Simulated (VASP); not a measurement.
Sn2HO2, 5 atoms in the cell. The cell holds a slab with vacuum, 5 atoms: a = 3.820 Å, b = 3.820 Å, c = 17.863 Å, α = 90.00°, β = 90.00°, γ = 90.00°. 

```yaml
Program: VASP 6.6.1
Task: single point
Functional: PBE
Dispersion: D3(BJ)
Potentials_or_basis: VASP PAW PBE potentials, release 64 (Sn_d, O, H)
Cutoff: 520 eV
k_mesh: 7 × 7 × 1
Occupations: gaussian, width 0.05 eV
Spin: collinear spin
Starting_moments: "[0.0, 0.0, 0.0, 0.0, 1.0] μB"
Dipole_correction: yes
Further_INCAR_settings: ALGO = Normal; EDIFF = 1e-06; NBANDS = 32
```

Potentials or basis: VASP PAW PBE potentials, release 64 (Sn_d, O, H).

Run with:

```sh
$ cat potpaw_PBE.64/Sn_d/POTCAR potpaw_PBE.64/O/POTCAR potpaw_PBE.64/H/POTCAR > POTCAR
$ mpirun -np 1 vasp_std > vasp.out
```

Hardware: 1 thread of AMD EPYC 9R45 96-Core Processor (Zen 5) (shared host).

Task: How long does it take, and how much memory?

Result: It took 4.4 min on 1 thread of AMD EPYC 9R45 96-Core Processor (Zen 5), on a shared host, peak memory 0.48 GiB. Counts: scf iterations 26, k points 16.
